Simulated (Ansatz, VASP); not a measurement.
# GaN in VASP and in Ansatz

INCAR

```
ALGO     = Normal         # electronic algorithm
EDIFF    = 1E-6           # SCF threshold, eV
ENCUT    = 520            # plane-wave cutoff, eV
GGA      = PE             # functional
ISIF     = 2              # what is computed and relaxed
ISMEAR   = 0              # smearing method
LASPH    = True           # aspherical terms in the spheres
LCHARG   = False          # write CHGCAR
LREAL    = False          # projectors in reciprocal space
LWAVE    = False          # write WAVECAR
NBANDS   = 26             # bands
NELM     = 60             # most SCF steps
PREC     = Accurate       # precision mode
SIGMA    = 0.05           # smearing width, eV
```

KPOINTS

```
k-points
0
Gamma
  12 12 7
```

The input POSCAR:

```
GaN
1.0
    3.1889304035      0.0000000000      0.0000000000
   -1.5944652018      2.7616947404      0.0000000000
    0.0000000000      0.0000000000      5.1923572500
Ga N
2 2
Direct
    0.6666666700      0.3333333300      0.5010096175
    0.3333333300      0.6666666700      0.9990837100
    0.6666666700      0.3333333300      0.8759162900
    0.3333333300      0.6666666700      0.3759162900
```

Input for Ansatz:

```yaml
crystal:
  lattice:
    - [3.1889304035, 0.0, 0.0]
    - [-1.5944652018, 2.7616947404, 0.0]
    - [0.0, 0.0, 5.19235725]
  atoms:
    - { symbol: Ga, position: [0.66666667, 0.33333333, 0.5010096175] }
    - { symbol: Ga, position: [0.33333333, 0.66666667, 0.99908371] }
    - { symbol: "N", position: [0.66666667, 0.33333333, 0.87591629] }
    - { symbol: "N", position: [0.33333333, 0.66666667, 0.37591629] }
hamiltonian:
  xc: pbe
  pseudopotentials:
    kind: all_electron
    lapw: { muffin_tin_radii: { Ga: 0.979, "N": 0.736 } }
kpoints:
  mp_grid: { grid: [12, 12, 7] }
scf:
  occupations: { method: gaussian, width: 0.05 }
  convergence: { dr2_threshold: 1.0e-09 }
output:
  eigenvalues: true
  forces: true
basis:
  ecutwfc: 400
```

Alike in both runs: task single point; functional PBE; k mesh 12 × 12 × 7; occupations gaussian, width 0.05 eV; no spin polarisation.

|  | VASP | Ansatz |
| --- | --- | --- |
| version | VASP 6.6.1 | Ansatz 0.2.0 |
| potentials or method | VASP PAW PBE potentials, release 64 (Ga_d, N), cutoff 520 eV | all-electron LAPW, scalar-relativistic |

Ansatz gave:

| Item | Value |
| --- | --- |
| gap on the k mesh at the Fermi level (eV) | 1.91 |
| least direct gap on the mesh (eV) | 1.91 |
| rms of the force components (eV/Å) | 0.066 |

**Question.** Which values does VASP return?

**Answer.** gap on the k mesh at the Fermi level (eV): 1.90; least direct gap on the mesh (eV): 1.90; rms of the force components (eV/Å): 0.066.

Atom by atom the forces differ by 0.000 eV/Å (rms over components). Ansatz ran all-electron here, and VASP with PAW potentials.
